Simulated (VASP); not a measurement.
A run of VASP 6.6.1 is set up as follows.

File INCAR:

```
PREC     = Accurate       # precision mode
ENCUT    = 520            # plane-wave cutoff, eV
EDIFF    = 1E-6           # SCF threshold, eV
ISMEAR   = -1             # smearing method
SIGMA    = 0.05           # smearing width, eV
LREAL    = F              # projectors in reciprocal space
LASPH    = T              # aspherical terms in the spheres
NELM     = 80             # most SCF steps
ALGO     = Normal         # electronic algorithm
ISIF     = 2              # what is computed and relaxed
LWAVE    = F              # write WAVECAR
LCHARG   = F              # write CHGCAR
GGA      = PE             # functional
NBANDS   = 38             # bands
```

Contents of KPOINTS:

```
regular mesh
0
Gamma
  5 5 5
```

Contents of POSCAR:

```
ScSiRh3
1.0
    4.4132888163      0.0000000000      0.0000000000
    0.0000000000      4.4132888163      0.0000000000
    0.0000000000      0.0000000000      4.4132888163
Sc Si Rh
1 1 3
Direct
    0.0000000000      0.0000000000      0.0000000000
    0.5000000000      0.5000000000      0.5000000000
    0.5000000000      0.5000000000      0.0000000000
    0.0000000000      0.5000000000      0.5000000000
    0.5000000000      0.0000000000      0.5000000000
```

Potentials or basis: VASP PAW PBE potentials, release 64 (Sc_sv, Si, Rh_pv).

Command:

```bash
$ cat potpaw_PBE.64/Sc_sv/POTCAR potpaw_PBE.64/Si/POTCAR potpaw_PBE.64/Rh_pv/POTCAR > POTCAR
$ mpirun -np 1 vasp_std > vasp.out
```

Problem. Predict the band gap on the k mesh.

Solution. Zero (bands 30 and 31 overlap by 0.13 eV).

Problem. What does it give for the pressure?

Solution. -1.3 GPa.
